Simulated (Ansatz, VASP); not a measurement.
One calculation of BAs, two programs

Contents of INCAR:

```
PREC = Accurate ; ENCUT = 520
EDIFF = 1E-6 ; ISMEAR = 0
SIGMA = 0.05 ; LREAL = F
LASPH = T ; NELM = 80
ALGO = Normal ; ISIF = 2
LWAVE = F ; LCHARG = F
GGA = PE ; NBANDS = 11
```

File KPOINTS:

```
regular mesh
0
Gamma
  10 10 10
```

File POSCAR:

```
BAs
1.0
    0.0000000000      2.2929600000      2.1974200000
    2.2929600000      0.0000000000      2.1974200000
    2.2929600000      2.2929600000      0.0000000000
B As
1 1
Direct
    0.0000000000      0.0000000000      0.0000000000
    0.7500000000      0.7500000000      0.7500000000
```

Input for Ansatz:

```yaml
crystal:
  lattice:
    - [0.0, 2.29296, 2.19742]
    - [2.29296, 0.0, 2.19742]
    - [2.29296, 2.29296, 0.0]
  atoms:
    - { symbol: B, position: [0.0, 0.0, 0.0] }
    - { symbol: As, position: [0.75, 0.75, 0.75] }
basis:
  ecutwfc: 420
kpoints:
  mp_grid: { grid: [10, 10, 10] }
hamiltonian:
  xc: pbe
scf:
  occupations: { method: gaussian, width: 0.05 }
output:
  forces: true
  stress: true
  eigenvalues: true
```

Change from the starting cell: strain -0.040 along x and y, -0.080 along z, atoms carried along.

Alike in both runs: task single point; functional PBE; k mesh 10 × 10 × 10; occupations gaussian, width 0.05 eV; no spin polarisation.

```csv
,VASP,Ansatz
version,VASP 6.6.1,Ansatz 0.2.0
potentials or method,"VASP PAW PBE potentials, release 64 (B, As), cutoff 520 eV","scalar-relativistic, plane waves, PAW"
valence electrons in the cell,8,18
```

VASP gave:

| Property | Result |
| --- | --- |
| gap on the k mesh at the Fermi level (eV) | 0.30 |
| least direct gap on the mesh (eV) | 3.05 |
| pressure (GPa) | 36.8 |
| traceless stress, the component that is largest in VASP (GPa) | 6.03 |

**Question.** What did Ansatz give for the same quantities?

**Answer.** gap on the k mesh at the Fermi level (eV): 0.31; least direct gap on the mesh (eV): 3.05; pressure (GPa): 35.4; traceless stress, the component that is largest in VASP (GPa): 6.10.

Both programs put the cell under a high pressure, so it lies far from rest at this level. The functional is the same, so the differences come from potentials, cutoffs and numerics. VASP's potentials hold 8 valence electrons a cell and Ansatz's 18, so a difference there can come from the potentials and not from the codes.
